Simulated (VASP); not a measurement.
A run of VASP 6.6.1 is set up as follows.

Contents of POSCAR:

```
InSb
1.0
    0.0000000000      3.3615008441      3.3615008441
    3.3615008441      0.0000000000      3.3615008441
    3.3615008441      3.3615008441      0.0000000000
In Sb
1 1
Direct
    0.0000000000      0.0000000000      0.0000000000
    0.2500000000      0.2500000000      0.2500000000
```

Contents of INCAR.step1:

```
PREC = Accurate ; ENCUT = 520
EDIFF = 1E-5 ; ISMEAR = -1
SIGMA = 0.02 ; LREAL = F
LASPH = T ; NELM = 60
ALGO = Normal ; ISIF = 2
LWAVE = T ; NBANDS = 16
GGA = PE
```

Contents of INCAR.step2:

```
PREC = Accurate ; ENCUT = 520
EDIFF = 1E-6 ; ISMEAR = -1
SIGMA = 0.02 ; LREAL = F
LASPH = T ; NELM = 60
ALGO = Normal ; ISIF = 2
LWAVE = F ; LCHARG = T
GGA = PE ; LHFCALC = T
HFSCREEN = 0.2079 ; PRECFOCK = Normal
LELF = T ; LVHAR = T
NBANDS = 16 ; ISTART = 1
```

The input KPOINTS:

```
regular mesh
0
Gamma
  4 4 4
```

Potentials or basis: VASP PAW PBE potentials, release 64 (In_d, Sb).

The run is started by

```console
$ cat potpaw_PBE.64/In_d/POTCAR potpaw_PBE.64/Sb/POTCAR > POTCAR
$ cp INCAR.step1 INCAR
$ mpirun -np 1 vasp_std > vasp.out
$ cp INCAR.step2 INCAR
$ mpirun -np 1 vasp_std > vasp.out
```

(1) What does it give for the pressure?

(2) Estimate the band gap on the k mesh.

Answers

(1) -2.8 GPa.

(2) zero (filled and empty bands touch).

Caveat: the k points lie up to 0.40 Å⁻¹ apart; the cell differs from its parent crystal (strain +2.5%); the PAW data sets were made with another functional, which shifts forces and pressure a little; spin-orbit coupling is left out, which moves the levels of the heavy elements.
